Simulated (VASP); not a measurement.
A run of VASP 6.6.1:

The input INCAR:

```
ALGO = Normal
EDIFF = 1E-6
ENCUT = 520
GGA = PE
ISIF = 2
ISMEAR = 0
LASPH = True
LCHARG = False
LREAL = False
LWAVE = False
NBANDS = 67
NELM = 60
PREC = Accurate
SIGMA = 0.2
```

KPOINTS

```
k-points
0
Gamma
  8 4 2
```

POSCAR

```
ZrTa2N4
1.0
    0.0000000000      3.0901447088      0.0000000000
    0.0000000000      0.0000000000      5.1938847835
   10.7040337159      0.0000000000      0.0000000000
Zr Ta N
2 4 8
Direct
    0.0000000000      0.0000000000      0.5000000000
    0.0000000000      0.0000000000      0.0000000000
    0.5000000000      0.8225890000      0.7500000000
    0.0000000000      0.6480620437      0.2500000000
    0.5000000000      0.1774110000      0.2500000000
    0.0000000000      0.3519379563      0.7500000000
    0.0000000000      0.6797158669      0.6325677238
    0.0000000000      0.3202841331      0.3674322762
    0.5000000000      0.8392806114      0.3690801315
    0.5000000000      0.1607193886      0.6309198685
    0.0000000000      0.6797158669      0.8674322762
    0.0000000000      0.3202841331      0.1325677238
    0.5000000000      0.1607193886      0.8690801315
    0.5000000000      0.8392806114      0.1309198685
```

Potentials or basis: VASP PAW PBE potentials, release 64 (Zr_sv, Ta_pv, N).

Launch:

```console
$ cat potpaw_PBE.64/Zr_sv/POTCAR potpaw_PBE.64/Ta_pv/POTCAR potpaw_PBE.64/N/POTCAR > POTCAR
$ mpirun -np 1 vasp_std > vasp.out
```

Hardware: 1 thread of AMD EPYC 9R45 96-Core Processor (Zen 5), on a shared host.

Task: Estimate the wall time of this run.

Result: It took 4.6 min on 1 thread of AMD EPYC 9R45 96-Core Processor (Zen 5) (shared host), peak memory 0.4 GiB. Counts: scf iterations 17, k points 30.
